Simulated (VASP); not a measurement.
Input of a VASP 6.6.1 run:

Contents of INCAR:

```
PREC = Accurate
ENCUT = 520
EDIFF = 1E-7
ISMEAR = 0
SIGMA = 0.1
LREAL = F
LASPH = T
NELM = 60
ALGO = Normal
ISIF = 2
LWAVE = F
LCHARG = F
GGA = PE
NBANDS = 15
```

The input KPOINTS:

```
regular mesh
0
Gamma
  24 24 24
```

File POSCAR:

```
TaN
1.0
    1.5617988463      0.9017049843      2.5497870138
   -1.5617988463      0.9017049843      2.5497870138
    0.0000000000     -1.8034099686      2.5497870138
Ta N
1 1
Direct
    0.0000000000      0.0000000000      0.0000000000
    0.5000000000      0.5000000000      0.5000000000
```

Potentials or basis: VASP PAW PBE potentials, release 64 (Ta_pv, N).

Run with:

```bash
$ cat potpaw_PBE.64/Ta_pv/POTCAR potpaw_PBE.64/N/POTCAR > POTCAR
$ mpirun -np 1 vasp_std > vasp.out
```

What does it give for the band gap on the k mesh?

Zero (bands 8 and 9 overlap by 3.93 eV).

What does it give for the pressure?

0.8 GPa.

Caveat: spin-orbit coupling is left out, which moves the levels of the heavy elements.
